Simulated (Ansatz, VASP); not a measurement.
## CdS: VASP beside Ansatz

Contents of POSCAR:

```
CdS
1.0
    0.0000000000      2.9389154368      2.9389154368
    2.9389154368      0.0000000000      2.9389154368
    2.9389154368      2.9389154368      0.0000000000
Cd S
1 1
Direct
    0.0000000000      0.0000000000      0.0000000000
    0.7500000000      0.7500000000      0.7500000000
```

File INCAR.step1:

```
ALGO     = Normal         # electronic algorithm
EDIFF    = 1E-4           # SCF threshold, eV
ENCUT    = 520            # plane-wave cutoff, eV
GGA      = PE             # functional
ISMEAR   = -1             # smearing method
LASPH    = T              # aspherical terms in the spheres
LCHARG   = F              # write CHGCAR
LREAL    = F              # projectors in reciprocal space
LWAVE    = T              # write WAVECAR
NBANDS   = 16             # bands
NELM     = 100            # most SCF steps
PREC     = Accurate       # precision mode
SIGMA    = 0.001          # smearing width, eV
```

File INCAR.step2:

```
ALGO     = Normal         # electronic algorithm
EDIFF    = 1E-6           # SCF threshold, eV
ENCUT    = 520            # plane-wave cutoff, eV
ISIF     = 2              # what is computed and relaxed
ISMEAR   = -1             # smearing method
ISTART   = 1            
LASPH    = T              # aspherical terms in the spheres
LCHARG   = F              # write CHGCAR
LMIXTAU  = T            
LREAL    = F              # projectors in reciprocal space
LWAVE    = F              # write WAVECAR
METAGGA  = R2SCAN         # meta-GGA
NBANDS   = 16             # bands
NELM     = 100            # most SCF steps
PREC     = Accurate       # precision mode
SIGMA    = 0.001          # smearing width, eV
```

The input KPOINTS:

```
k-points
0
Gamma
  8 8 8
```

Input for Ansatz:

```yaml
crystal:
  lattice:
    - [0.0, 2.9389154368, 2.9389154368]
    - [2.9389154368, 0.0, 2.9389154368]
    - [2.9389154368, 2.9389154368, 0.0]
  atoms:
    - { symbol: Cd, position: [0.0, 0.0, 0.0] }
    - { symbol: S, position: [0.75, 0.75, 0.75] }
basis:
  ecutwfc: 500
  ecutrho_ratio: 4
kpoints:
  mp_grid: { grid: [8, 8, 8] }
hamiltonian:
  xc: r2scan
scf:
  occupations: { method: fermi_dirac, width: 0.001 }
output:
  forces: true
  stress: true
```

Alike in both runs: task single point; functional r2SCAN; k mesh 8 × 8 × 8; occupations fermi-dirac, width 0.001 eV; no spin polarisation.

```csv
,VASP,Ansatz
version,VASP 6.6.1,Ansatz 0.2.0
potentials or method,"VASP PAW PBE potentials, release 64 (Cd, S), cutoff 520 eV","scalar-relativistic, plane waves, PAW"
valence electrons in the cell,18,26
```

|  | VASP | Ansatz | Ansatz less VASP |
| --- | --- | --- | --- |
| pressure (GPa) | 0.3 | 0.0 | -0.31 |

VASP's potentials were made for PBE, not for r2SCAN. With one functional, cell and mesh, what is left measures potentials, basis and numerics. VASP's potentials hold 18 valence electrons a cell and Ansatz's 26, so a difference there can come from the potentials and not from the codes.
